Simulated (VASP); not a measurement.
Runs of VASP 6.6.1 on Ag. It takes space group Im-3m (No. 229, cubic). The conventional cell has a = 3.311 Å, b = 3.311 Å, c = 3.311 Å, α = 90.00°, β = 90.00°, γ = 90.00°. Within 3.8 Å of Ag (site symmetry m-3m) lie 14 Ag at 2.87 to 3.31 Å. This isn't the form of Ag at room conditions, which is fcc.

```tsv
k mesh	gap on the mesh (eV)	pressure (GPa)
12 × 12 × 12	none	-0.5
8 × 8 × 8	none	-0.8
3 × 3 × 3	none	-4.4
9 × 9 × 9	none	-0.8
6 × 6 × 6	none	(a)
4 × 4 × 4	none	-1.1
```

Alike in all rows: task single point; level PBE; potentials or basis VASP PAW PBE potentials, release 64 (Ag); no spin polarisation; cell as given; cutoff (eV) 500; smearing fermi-dirac 0.05 eV.

**Question.** Fill in the values left out.

**Answer.** (a) -0.7.

Caveats: some runs use coarse meshes.

A k mesh can miss the band edges, and the runs leave out spin-orbit coupling on Ag.

A gap of «none» marks levels without a gap at the run's occupations.
